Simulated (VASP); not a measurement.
A run of VASP 6.6.1 is set up as follows.

File INCAR:

```
PREC = Accurate ; ENCUT = 520
EDIFF = 1E-6 ; ISMEAR = 0
SIGMA = 0.02 ; LREAL = False
LASPH = True ; NELM = 100
ALGO = Normal ; ISIF = 2
LWAVE = False ; LCHARG = False
GGA = CA ; NBANDS = 33
```

Contents of KPOINTS:

```
Automatic mesh
0
Gamma
  10 10 10
```

File POSCAR:

```
TiO2
1.0
   -1.8696468393      1.8696468393      4.7279854140
    1.8696468393     -1.8696468393      4.7279854140
    1.8696468393      1.8696468393     -4.7279854140
Ti O
2 4
Direct
    0.0000000000      0.0000000000      0.0000000000
    0.7500000000      0.2500000000      0.5000000000
    0.2079724696      0.2079724696      0.0000000000
    0.9579724696      0.4579724696      0.5000000000
    0.5420275304      0.0420275304      0.5000000000
    0.7920275304      0.7920275304      0.0000000000
```

Potentials or basis: VASP PAW LDA potentials, release 64 (Ti_sv, O).

Launch:

```console
$ cat potpaw_LDA.64/Ti_sv/POTCAR potpaw_LDA.64/O/POTCAR > POTCAR
$ mpirun -np 1 vasp_std > vasp.out
```

(1) Predict the band gap on the k mesh.

(2) What does it give for the largest force?

(3) Estimate the pressure.

Results:

(1) 2.08 eV (least direct gap 2.42 eV).

(2) 0.034 eV/Å.

(3) 1.3 GPa.
